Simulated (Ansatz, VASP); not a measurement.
One calculation of CuO, two programs

INCAR

```
SYSTEM = CuO
PREC = Accurate
ENCUT = 520
EDIFF = 1E-6
ISMEAR = -1
SIGMA = 0.05
LREAL = .False.
LASPH = .True.
NELM = 80
ALGO = Normal
ISIF = 2
LWAVE = .False.
LCHARG = .False.
GGA = RP
NBANDS = 25
```

File KPOINTS:

```
Automatic mesh
0
Gamma
  8 8 6
  0 0 0
```

The input POSCAR:

```
CuO
1.0
    3.1754955000      0.0000000000      0.0000000000
    0.0000000000      3.1754955000      0.0000000000
    0.0000000000      0.0000000000      4.6495318700
Cu O
2 2
Direct
    0.0000000000      0.0000000000      0.0000000000
    0.5000000000      0.5000000000      0.0000000000
    0.5000000000      0.0000000000      0.2670000000
    0.0000000000      0.5000000000      0.7330000000
```

The input input.yaml:

```yaml
crystal:
  lattice:
    - [3.1754955, 0.0, 0.0]
    - [0.0, 3.1754955, 0.0]
    - [0.0, 0.0, 4.64953187]
  atoms:
    - { symbol: Cu, position: [0.0, 0.0, 0.0] }
    - { symbol: Cu, position: [0.5, 0.5, 0.0] }
    - { symbol: O, position: [0.5, 0.0, 0.267] }
    - { symbol: O, position: [0.0, 0.5, 0.733] }
hamiltonian:
  xc: rpbe
  pseudopotentials: { kind: paw }
kpoints:
  mp_grid: { grid: [8, 8, 6] }
  band_path:
    path:
      - [[0.0, 0.0, 0.0], [0.0, 0.5, 0.0], [0.5, 0.5, 0.0], [0.0, 0.0, 0.0], [0.0, 0.0, 0.5], [0.0, 0.5, 0.5], [0.5, 0.5, 0.5], [0.0, 0.0, 0.5]]
      - [[0.0, 0.5, 0.0], [0.0, 0.5, 0.5]]
      - [[0.5, 0.5, 0.0], [0.5, 0.5, 0.5]]
    npoints: 14
scf:
  occupations: { method: fermi_dirac, width: 0.05 }
  n_extra_bands: 10
output:
  forces: true
  stress: true
  eigenvalues: true
  fatbands: false
```

Alike in both runs: functional RPBE; k mesh 8 × 8 × 6; occupations fermi-dirac, width 0.05 eV; no spin polarisation.

```csv
,VASP,Ansatz
version,VASP 6.6.1,Ansatz 0.2.0
potentials or method,"VASP PAW PBE potentials, release 64 (Cu, O)",Ansatz PAW
plane-wave cutoff (eV),520,420
valence electrons in the cell,34,50
task,single point,band structure
```

|  | VASP | Ansatz | Ansatz less VASP |
| --- | --- | --- | --- |
| gap on the k mesh at the Fermi level (eV) | none | none | - |
| pressure (GPa) | 22.2 | 21.5 | -0.76 |
| traceless stress, the component that is largest in VASP (GPa) | -25.76 | -25.60 | +0.164 |
| rms of the force components (eV/Å) | 0.240 | 0.278 | +0.0382 |

VASP's potentials were made for PBE, not for RPBE. Atom by atom the forces differ by 0.038 eV/Å (rms over components). A gap of «none» marks a metal or a gap that the smearing closes. With one functional, cell and mesh, what is left measures potentials, basis and numerics. VASP's potentials hold 34 valence electrons a cell and Ansatz's 50, so a difference there can come from the potentials and not from the codes.
